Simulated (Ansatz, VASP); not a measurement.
**Two plane-wave programs on NaF**

```xyz
2
Lattice="0.0000 2.6079 1.8438 2.6079 0.0000 1.8438 2.6079 2.6079 0.0000" Properties=species:S:1:pos:R:3 pbc="T T T"
Na    0.0000    0.0000    0.0000
F     2.6079    2.6079    1.8438
```

Alike in both runs: task single point; functional PBEsol; k mesh 10 × 10 × 10; occupations gaussian, width 0.05 eV; no spin polarisation.

|  | VASP | Ansatz |
| --- | --- | --- |
| version | VASP 6.6.1 | Ansatz 0.2.0 |
| potentials or method | VASP PAW PBE potentials, release 64 (Na_pv, F), cutoff 520 eV | scalar-relativistic, plane waves, PAW |
| valence electrons in the cell | 14 | 16 |

```tsv
	VASP	Ansatz	Ansatz less VASP
gap on the k mesh at the Fermi level (eV)	5.63	5.67	+0.045
least direct gap on the mesh (eV)	5.63	5.67	+0.045
pressure (GPa)	20.7	19.9	-0.77
traceless stress, the component that is largest in VASP (GPa)	48.18	46.15	-2.034
```

VASP's potentials were made for PBE, not for PBEsol. VASP's potentials hold 14 valence electrons a cell and Ansatz's 16, so a difference there can come from the potentials and not from the codes.
